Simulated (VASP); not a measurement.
# Co in VASP: further runs, part 2 of 2

VASP 6.6.1. The steps go on from the part before.

## 4. Single point, BLYP, collinear spin, ferromagnetic start

INCAR reads:

```
AGGAC    = 1.0          
AGGAX    = 1.0          
ALDAC    = 0.0          
ALDAX    = 1.0          
ALGO     = Normal         # electronic algorithm
DIPOL    = 0.5 0.5 0.500
EDIFF    = 1E-6           # SCF threshold, eV
ENCUT    = 520            # plane-wave cutoff, eV
GGA      = B5             # functional
IDIPOL   = 3            
ISIF     = 2              # what is computed and relaxed
ISMEAR   = -1             # smearing method
ISPIN    = 2              # spin polarisation
LASPH    = True           # aspherical terms in the spheres
LCHARG   = False          # write CHGCAR
LDIPOL   = True         
LMAXMIX  = 4              # l up to which the mixer works
LORBIT   = 11             # projections on sites
LREAL    = False          # projectors in reciprocal space
LWAVE    = False          # write WAVECAR
MAGMOM   = 2 2 2 2 2      # initial moments
NBANDS   = 34             # bands
NELM     = 150            # most SCF steps
PREC     = Accurate       # precision mode
SIGMA    = 0.05           # smearing width, eV
```

KPOINTS reads:

```
k-points
0
Gamma
  12 12 1
```

POSCAR reads:

```
Co
1.0
    2.5190008694      0.0000000000      0.0000000000
   -1.2595004347      2.1815187451      0.0000000000
    0.0000000000      0.0000000000     23.1820000000
Co
5
Direct
    0.3333333333      0.6666666667      0.3235268743
    0.6666666667      0.3333333333      0.4117634371
    0.3333333333      0.6666666667      0.5004675583
    0.6666666667      0.3333333333      0.5898217347
    0.3333333333      0.6666666667      0.6755308915
```

Potentials or basis: VASP PAW PBE potentials, release 64 (Co).

Launch:

```sh
$ cat potpaw_PBE.64/Co/POTCAR > POTCAR
$ mpirun -np 1 vasp_std > vasp.out
```

OUTCAR:

```text
EDIFF = 1E-6
   ENCUT = 520
   GGA = B5
   ISIF = 2
   ISMEAR = -1
   ISPIN = 2
   LASPH = True
   LORBIT = 11
   LREAL = False
   NELM = 150
   PREC = Accurate

 ion  position               nearest neighbor table
   1  0.333  0.667  0.324-   2 2.51   2 2.51   2 2.51
   2  0.667  0.333  0.412-   1 2.51   1 2.51   1 2.51   3 2.52   3 2.52   3 2.52
   3  0.333  0.667  0.500-   2 2.52   2 2.52   2 2.52   4 2.53   4 2.53   4 2.53
   4  0.667  0.333  0.590-   5 2.46   5 2.46   5 2.46   3 2.53   3 2.53   3 2.53
   5  0.333  0.667  0.676-   4 2.46   4 2.46   4 2.46

  LATTYP: Found a hexagonal cell.
 ALAT       =     2.5190008694
 C/A-ratio  =     9.2028551008

  Lattice vectors:

 A1 = (   2.5190008694,   0.0000000000,   0.0000000000)
 A2 = (  -1.2595004347,   2.1815187451,   0.0000000000)
 A3 = (   0.0000000000,   0.0000000000,  23.1820000000)

Analysis of symmetry for initial positions (statically):
=====================================================================
 Subroutine PRICEL returns:
 Original cell was already a primitive cell.

 Routine SETGRP: Setting up the symmetry group for a
 hexagonal supercell.

 Subroutine GETGRP returns: Found  6 space group operations
 (whereof  6 operations were pure point group operations)
 out of a pool of 24 trial point group operations.

The static configuration has the point symmetry C_3v.

Analysis of symmetry for dynamics (positions and initial velocities):
=====================================================================
 Subroutine PRICEL returns:
 Original cell was already a primitive cell.

 Routine SETGRP: Setting up the symmetry group for a
 hexagonal supercell.

 Subroutine GETGRP returns: Found  6 space group operations
 (whereof  6 operations were pure point group operations)
 out of a pool of 24 trial point group operations.

The dynamic configuration has the point symmetry C_3v.

Analysis of structural, dynamic, and magnetic symmetry:
=====================================================================
 Subroutine PRICEL returns:
 Original cell was already a primitive cell.

 Routine SETGRP: Setting up the symmetry group for a
 hexagonal supercell.

 Subroutine GETGRP returns: Found  6 space group operations
 (whereof  6 operations were pure point group operations)
 out of a pool of 24 trial point group operations.

The overall configuration has the point symmetry C_3v.

 Subroutine INISYM returns: Found  6 space group operations
 (whereof  6 operations are pure point group operations),
 and found     1 'primitive' translations

----------------------------------------------------------------------------------------

                                     Primitive cell

  volume of cell :     127.3908

  direct lattice vectors                    reciprocal lattice vectors
     2.519000869  0.000000000  0.000000000     0.396982793  0.229198122  0.000000000
    -1.259500435  2.181518745  0.000000000     0.000000000  0.458396244  0.000000000
     0.000000000  0.000000000 23.182000000     0.000000000  0.000000000  0.043136917

  length of vectors
     2.519000869  2.519000869 23.182000000     0.458396244  0.458396244  0.043136917
[... 88 lines left out ...]
   ISYM   =      2    0-nonsym 1-usesym 2-fastsym
   POTIM  = 0.5000    time-step for ionic-motion
   TEBEG  =    0.0;   TEEND  =   0.0 temperature during run
   PSTRESS=    0.0 pullay stress
   NELECT =      45.0000    total number of electrons
   NUPDOWN=      -1.0000    fix difference up-down
   EMIN   =  10.00;   EMAX   =-10.00  energy-range for DOS
   EFERMI =   0.00;   METHOD = LEGACY
   ISMEAR =    -1;   SIGMA  =   0.05  broadening in eV -4-tet -1-fermi 0-gaus
   EFERMI_NEDOS =   21; number of points for ismear=-14 and -15
   IALGO  =     38    algorithm
   IMIX   =      4    mixing-type and parameters
     AMIX     =   0.40;   BMIX     =  1.00
     AMIX_MAG =   1.60;   BMIX_MAG =  1.00
  volume/ion in A,a.u.               =      25.48       171.94
  Fermi-wavevector in a.u.,A,eV,Ry     =   1.157265  2.186914 18.221780  1.339263
  Thomas-Fermi vector in A             =   2.293878
   LORBIT       =     11    0 simple, 1 ext, 2 COOP (PROOUT), +10 PAW based schemes
   GGA     = B5    functional components
   LHFCALC =     F    Hartree Fock is set to
   AEXX    =    0.0000 exact exchange contribution
   IVDW    =     0    specifies the selected vdW correction
   LEPSILON=     F    determine dielectric tensor
   LRPA    =     F    only Hartree local field effects (RPA)
 spin polarized calculation
  energy-cutoff  :      520.00
  volume of cell :      127.39
 maximum number of plane-waves:      3459
 NGX is ok and might be reduce to    20
   NGX =  9   NGY =  9   NGZ = 87

 number of electron      45.0000000 magnetization      10.0000000

 dipolmoment           0.000000      0.000000      0.000229 electrons x Angstroem

 number of electron      44.9999991 magnetization       8.4289823

 dipolmoment           0.000000      0.000000     -0.001411 electrons x Angstroem

 Free energy of the ion-electron system (eV)
  ---------------------------------------------------
  ext. energy  EPLUGINS =         0.00000000
  ---------------------------------------------------
  free energy    TOTEN  =       -29.27062936 eV

  energy without entropy =      -29.22226194  energy(sigma->0) =      -29.24644565

 E-fermi :   2.0371     XC(G=0):  -6.2867

 val. band max:        2.0306965118   @ k =   0.4167   0.0000   0.0000
 cond. band min:       2.0453913536   @ k =   0.3333   0.0833   0.0000
 fundamental gap:      0.0146948418
 Fermi energy:         2.0370590559

 spin component 1

 k-point     1 :       0.0000    0.0000    0.0000
  band No.  band energies     occupation
      1      -6.2270      1.00000
      2      -5.3784      1.00000
      3      -4.1122      1.00000
      4      -3.1692      1.00000
      5      -2.9222      1.00000
      6      -0.7564      1.00000
[... 692 lines left out ...]
     33       9.1472      0.00000
     34      10.6509      0.00000
 Fermi energy:         2.0370590559

 spin component 2

 k-point     1 :       0.0000    0.0000    0.0000
  band No.  band energies     occupation
      1      -6.1754      1.00000
      2      -5.3091      1.00000
      3      -3.9552      1.00000
      4      -2.6614      1.00000
      5      -2.0632      1.00000
      6       0.6757      1.00000
[... 692 lines left out ...]
     33       9.8005      0.00000
     34      11.2566      0.00000

------------------------ aborting loop because EDIFF is reached ----------------------------------------

 vacuum level on the upper side and lower side of the slab       (xc-potential included)        -0.083        -0.031

  FORCE on cell =-STRESS in cart. coord.  units (eV):
  Direction    XX          YY          ZZ          XY          YZ          ZX
  --------------------------------------------------------------------------------------
  -------------------------------------------------------------------------------------
  Total       -0.6457479     -0.6457479     -0.6076414     -0.0000000      0.0000000      0.0000000
  in kB       -8.1214846     -8.1214846     -7.6422238     -0.0000000      0.0000000      0.0000000
  external PRESSURE =      -7.9617310 kB  Pullay stress =       0.0000000 kB

 VOLUME and BASIS-vectors are now :
 -----------------------------------------------------------------------------
  energy-cutoff  :      520.00
  volume of cell :      127.39
      direct lattice vectors                 reciprocal lattice vectors
     2.519000869  0.000000000  0.000000000     0.396982793  0.229198122  0.000000000
    -1.259500435  2.181518745  0.000000000     0.000000000  0.458396244  0.000000000
     0.000000000  0.000000000 23.182000000     0.000000000  0.000000000  0.043136917

 POSITION                                       TOTAL-FORCE (eV/Angst)
 -----------------------------------------------------------------------------------
     -0.00000      1.45435      7.50000        -0.000000      0.000000      0.271174
      1.25950      0.72717      9.54550        -0.000000      0.000000     -0.261435
     -0.00000      1.45435     11.60184         0.000000     -0.000000      0.001461
      1.25950      0.72717     13.67325        -0.000000      0.000000      0.000334
     -0.00000      1.45435     15.66016         0.000000     -0.000000     -0.011535
 -----------------------------------------------------------------------------------
    total drift:                                0.000000     -0.000000     -0.000524

  FREE ENERGIE OF THE ION-ELECTRON SYSTEM (eV)
  ---------------------------------------------------
  free  energy   TOTEN  =       -29.2706293637 eV

  energy  without entropy=      -29.2222619400  energy(sigma->0) =      -29.24644565

 vacuum level on the upper side and lower side of the slab         6.541         6.607

 total charge

# of ion       s       p       d       tot
------------------------------------------
    1        0.466   0.362   7.257   8.085
    2        0.467   0.471   7.287   8.225
    3        0.470   0.467   7.287   8.224
    4        0.471   0.480   7.294   8.245
    5        0.472   0.373   7.269   8.113
--------------------------------------------------
tot          2.345   2.152  36.395  40.893

 magnetization (x)

# of ion       s       p       d       tot
------------------------------------------
    1       -0.008  -0.031   1.786   1.747
    2       -0.014  -0.044   1.750   1.693
    3       -0.011  -0.044   1.711   1.657
    4       -0.014  -0.045   1.743   1.684
    5       -0.009  -0.030   1.773   1.734
--------------------------------------------------
tot         -0.056  -0.193   8.763   8.514
```

Wall time 39 min (1 thread of Intel Xeon 8259CL, shared host); peak memory 0.34 GiB.

Results:

```
Free energy                                           : -29.2706 eV
Largest force                                         : 0.271 eV/Å
Net moment                                            : 8.43 μB per cell
Site moments                                          : Co +1.75, +1.69, +1.66, +1.68, +1.73 μB
Valence electrons inside the program's atomic spheres : Co 8.09, 8.22, 8.24, 8.11 (each value once)
```

Forces on the atoms (eV/Å):
```
Co   0.000  0.000  0.271
Co   0.000  0.000 -0.261
Co   0.000  0.000  0.001
Co   0.000  0.000  0.000
Co   0.000  0.000 -0.012
```

Caveat: the PAW data sets were made with another functional, which shifts forces and pressure a little.

## 5. Summary

| level | cell | gap on the mesh (eV) | moment (μB) | largest force (eV/Å) |
| --- | --- | --- | --- | --- |
| RPBE | as given, atomic positions A | none | 8.64 | 0.37 |
| revPBE | as given, atomic positions B | none | 8.62 | 0.41 |
| BLYP | as given, atomic positions C | none | 8.43 | 0.27 |

Alike in all rows: task single point; potentials or basis VASP PAW PBE potentials, release 64 (Co); spin collinear, ferromagnetic start; k mesh 12 × 12 × 1; cutoff (eV) 520; smearing fermi-dirac 0.05 eV.

Caveats: the PAW data sets were made with another functional, which shifts forces and pressure a little.

Absolute energies hang on the potentials; compare differences alone.

The gap in the log of VASP goes by the Fermi energy; the results here count the filled bands.